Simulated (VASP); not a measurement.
Set up this calculation in VASP 6.6.1, as the native input.

| Item | Value |
| --- | --- |
| Task | single point |
| Functional | PBE |
| Potentials or basis | VASP PAW PBE potentials, release 64 (Al, H) |
| Cutoff | 520 eV |
| k mesh | 5 × 4 × 1 |
| Occupations | gaussian, width 0.1 eV |
| Spin | no spin polarisation |
| Dipole correction | yes |
| Further INCAR settings | LREAL = Auto; ALGO = Normal; EDIFF = 1e-06; NBANDS = 40 |

The structure of Al8H lies in POSCAR:

```
Al8H
1.0
    5.7143028096      0.0000000000      0.0000000000
    0.0000000000      8.0812445328      0.0000000000
    0.0000000000      0.0000000000     22.2437981863
Al H
16 2
Direct
    0.2500000000      0.2500000000      0.1798254042
    0.2500000000      0.7500000000      0.1798254042
    0.7500000000      0.2500000000      0.1798254042
    0.7500000000      0.7500000000      0.1798254042
    0.0000000000      0.0000000000      0.2440489550
    0.0000000000      0.5000000000      0.2440489550
    0.5000000000      0.0000000000      0.2440489550
    0.5000000000      0.5000000000      0.2440489550
    0.2500000000      0.2500000000      0.3102692916
    0.2500000000      0.7500000000      0.3102692916
    0.7500000000      0.2500000000      0.3102692916
    0.7500000000      0.7500000000      0.3102692916
    0.0000000000      0.0000000000      0.3706110853
    0.0000000000      0.5000000000      0.3706110853
    0.5000000000      0.0000000000      0.3706110853
    0.5000000000      0.5000000000      0.3706110853
    0.7500000000     -0.0924981291      0.4196135079
    0.7500000000      0.0924981291      0.4196135079
```

The input as run:

INCAR

```
SYSTEM = Al8H
ALGO = Normal
DIPOL = 0.5 0.5 0.292
EDIFF = 1E-6
ENCUT = 520
GGA = PE
IDIPOL = 3
ISIF = 2
ISMEAR = 0
LASPH = .TRUE.
LCHARG = .TRUE.
LDIPOL = .TRUE.
LELF = .TRUE.
LREAL = Auto
LVACPOTAV = .TRUE.
LVHAR = .TRUE.
LWAVE = .FALSE.
NBANDS = 40
NELM = 60
PREC = Accurate
SIGMA = 0.1
```

KPOINTS

```
k-points
0
G
  5 4 1
  0 0 0
```

Potentials or basis: VASP PAW PBE potentials, release 64 (Al, H).

Run with:

```sh
$ cat potpaw_PBE.64/Al/POTCAR potpaw_PBE.64/H/POTCAR > POTCAR
$ mpirun -np 1 vasp_std > vasp.out
```

It gave:

- Largest force: 1.058 eV/Å
- Band gap on the k mesh: zero (bands 25 and 26 overlap by 0.35 eV)

It took 8.1 min on 1 thread of Intel(R) Xeon(R) 6975P-C (Granite Rapids), on a shared host, peak memory 0.89 GiB.
